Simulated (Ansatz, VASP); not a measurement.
## Two plane-wave programs on SiO2

```
CELL_PARAMETERS angstrom
5.06052 0.00000 0.00000
-2.53026 4.38254 0.00000
0.00000 0.00000 5.54135
ATOMIC_POSITIONS crystal
Si 0.00000 0.50000 0.33333
Si 0.50000 0.50000 0.66667
Si 0.50000 0.00000 0.00000
O 0.58279 0.79139 0.83333
O 0.79139 0.58279 0.50000
O 0.79139 0.20861 0.16667
O 0.41721 0.20861 0.83333
O 0.20861 0.41721 0.50000
O 0.20861 0.79139 0.16667
```

Alike in both runs: task electric field gradients; functional PBE; k mesh 4 × 4 × 4; occupations fermi-dirac, width 0.02 eV; no spin polarisation.

```csv
,VASP,Ansatz
version,VASP 6.6.1,Ansatz 0.2.0
potentials or method,"VASP PAW PBE potentials, release 64 (Si, O)","plane-wave PAW, scalar-relativistic"
plane-wave cutoff (eV),520,420
valence electrons in the cell,48,48
```

```csv
,VASP,Ansatz,Ansatz less VASP
gap on the k mesh at the Fermi level (eV),5.72,5.72,+0.001
pressure (GPa),5.1,5.0,-0.11
"traceless stress, the component that is largest in VASP (GPa)",-0.03,-0.06,-0.035
rms of the force components (eV/Å),0.111,0.117,+0.0058
size of Vzz on the site where it differs most (V/Å²),92.3,100.3,+7.96
```

Atom by atom the forces differ by 0.006 eV/Å (rms over components).
